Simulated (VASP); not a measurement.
Wanted: the native input for a VASP 6.6.1 run.

| Quantity | Value |
| --- | --- |
| Task | single point |
| Functional | PBE |
| Potentials or basis | VASP PAW PBE potentials, release 64 (Mo_sv) |
| Cutoff | 520 eV |
| k mesh | 13 × 13 × 8 |
| Occupations | fermi-dirac, width 0.1 eV |
| Spin | no spin polarisation |
| Dipole correction | no |
| Further INCAR settings | ALGO = Normal; EDIFF = 1e-06; NBANDS = 21 |

The structure of Mo lies in POSCAR:

```
Mo
1.0
   -1.5804199649      1.5804199649      1.5804199649
    1.5804199649     -1.5804199649      1.5804199649
    3.1608399299      3.1608399299      0.0000000000
Mo
2
Direct
    0.0000000000      0.0000000000      0.0000000000
    0.5000000000      0.5000000000      0.5000000000
```

These files were run (other wordings do the same):

INCAR

```
PREC     = Accurate       # precision mode
ENCUT    = 520            # plane-wave cutoff, eV
EDIFF    = 1E-6           # SCF threshold, eV
ISMEAR   = -1             # smearing method
SIGMA    = 0.1            # smearing width, eV
LREAL    = F              # projectors in reciprocal space
LASPH    = T              # aspherical terms in the spheres
NELM     = 80             # most SCF steps
ALGO     = Normal         # electronic algorithm
ISIF     = 2              # what is computed and relaxed
LWAVE    = F              # write WAVECAR
LCHARG   = F              # write CHGCAR
GGA      = PE             # functional
NBANDS   = 21             # bands
```

KPOINTS

```
Automatic mesh
0
Gamma
  13 13 8
```

Potentials or basis: VASP PAW PBE potentials, release 64 (Mo_sv).

Command:

```bash
$ cat potpaw_PBE.64/Mo_sv/POTCAR > POTCAR
$ mpirun -np 1 vasp_std > vasp.out
```

Results of the run:

```
Pressure               : 0.5 GPa
Band gap on the k mesh : zero (band 14 reaches 14.24 eV, above the bottom of band 15 at 11.61 eV)
```

It took 39 s on 1 thread of Intel(R) Xeon(R) 6975P-C (Granite Rapids), on a shared host, peak memory 0.23 GiB.
